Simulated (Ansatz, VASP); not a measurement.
# One calculation of Ba, two programs

INCAR

```
SYSTEM = Ba
PREC = Accurate
ENCUT = 520
EDIFF = 1E-6
ISMEAR = 0
SIGMA = 0.15
LREAL = .FALSE.
LASPH = .TRUE.
NELM = 100
ALGO = Fast
ISIF = 2
LWAVE = .FALSE.
LCHARG = .FALSE.
GGA = PS
NBANDS = 11
```

The input KPOINTS:

```
Automatic mesh
0
G
  14 14 14
  0 0 0
```

POSCAR

```
Ba
1.0
   -2.3750000000      2.3750000000      2.5625000000
    2.3750000000     -2.3750000000      2.5625000000
    2.3750000000      2.3750000000     -2.5625000000
Ba
1
Direct
    0.0000000000      0.0000000000      0.0000000000
```

Input for Ansatz:

```yaml
crystal:
  lattice:
    - [-2.375, 2.375, 2.5625]
    - [2.375, -2.375, 2.5625]
    - [2.375, 2.375, -2.5625]
  atoms:
    - { symbol: Ba, position: [0.0, 0.0, 0.0] }
basis:
  ecutwfc: 420
kpoints:
  mp_grid: { grid: [14, 14, 14] }
hamiltonian:
  xc: pbesol
scf:
  occupations: { method: gaussian, width: 0.15 }
output:
  forces: true
  stress: true
  eigenvalues: true
```

Change from the starting cell: strain -0.050 along x and y, +0.025 along z, atoms carried along.

Alike in both runs: task single point; functional PBEsol; k mesh 14 × 14 × 14; occupations gaussian, width 0.15 eV; no spin polarisation.

|  | VASP | Ansatz |
| --- | --- | --- |
| version | VASP 6.6.1 | Ansatz 0.2.0 |
| potentials or method | VASP PAW PBE potentials, release 64 (Ba_sv), cutoff 520 eV | scalar-relativistic, plane waves, PAW |
| valence electrons in the cell | 10 | 10 |

|  | VASP | Ansatz | Ansatz less VASP |
| --- | --- | --- | --- |
| gap on the k mesh at the Fermi level (eV) | none | none | - |
| pressure (GPa) | 0.1 | 0.1 | -0.08 |
| traceless stress, the component that is largest in VASP (GPa) | -0.21 | -0.21 | +0.004 |

VASP's potentials were made for PBE, not for PBEsol. A gap of «none» marks a metal or a gap that the smearing closes.

Spin-orbit coupling is off throughout.
